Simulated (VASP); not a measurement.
GaSb5P:

```
CELL_PARAMETERS angstrom
0.00000 4.73151 4.73151
4.73151 0.00000 4.73151
4.73151 4.73151 0.00000
ATOMIC_POSITIONS crystal
Ga 0.25000 0.25000 0.25000
Sb 0.64858 0.64858 0.64858
Sb 0.64858 0.64858 0.05425
Sb 0.64858 0.05425 0.64858
Sb 0.05425 0.64858 0.64858
Sb 0.00000 0.00000 0.00000
P 0.50000 0.50000 0.50000
```

The cell was generated, and may not be a known phase.

```yaml
Program: VASP 6.6.1
Task: relaxation of cell and atoms
Functional: PBE
Potentials_or_basis: VASP PAW PBE potentials, release 64 (Ga_d, Sb, P)
Cutoff: 600 eV
k_mesh: 3 × 3 × 3
Occupations: gaussian, width 0.2 eV
Spin: no spin polarisation
```

At the start: pressure 11.0 GPa; volume 30.26 Å³/atom.

Task: Where does the relaxation end?

Result: Over 7 steps the energy falls by 238.9 meV/atom and the volume is 37.00 Å³/atom (+22.3 %); space group F-43m (No. 216, to 0.1 Å) before and after.

Step by step:
| step | energy change (eV) | largest force (eV/Å) | pressure (GPa) | volume (Å³) |
| --- | --- | --- | --- | --- |
| 1 | 0.0000 | 3.2699 | 11.03 | 211.85 |
| 2 | -1.2135 | 1.1531 | -2.12 | 282.36 |
| 3 | -1.6155 | 0.5509 | 0.81 | 251.55 |
| 4 | -1.6152 | 0.5827 | 0.69 | 252.39 |
| 5 | -1.6646 | 0.2398 | -0.08 | 259.08 |
| 6 | -1.6676 | 0.1411 | -0.31 | 261.30 |
| 7 | -1.6720 | 0.0015 | -0.01 | 259.02 |

Final structure:
```
CELL_PARAMETERS angstrom
0.00000 5.05941 5.05941
5.05941 0.00000 5.05941
5.05941 5.05941 0.00000
ATOMIC_POSITIONS crystal
Ga 0.25000 0.25000 0.25000
Sb 0.64467 0.64467 0.64467
Sb 0.64467 0.64467 0.06599
Sb 0.64467 0.06599 0.64467
Sb 0.06599 0.64467 0.64467
Sb 0.00000 0.00000 0.00000
P 0.50000 0.50000 0.50000
```

Caveat: the k points lie up to 0.36 Å⁻¹ apart in the final cell, too coarse for converged energies and pressures of a metal; the volume moved by over 15 % at a fixed basis, so the end points are rough; an odd number of electrons without spin polarisation forces a metal; a magnetic or distorted state may lie lower.
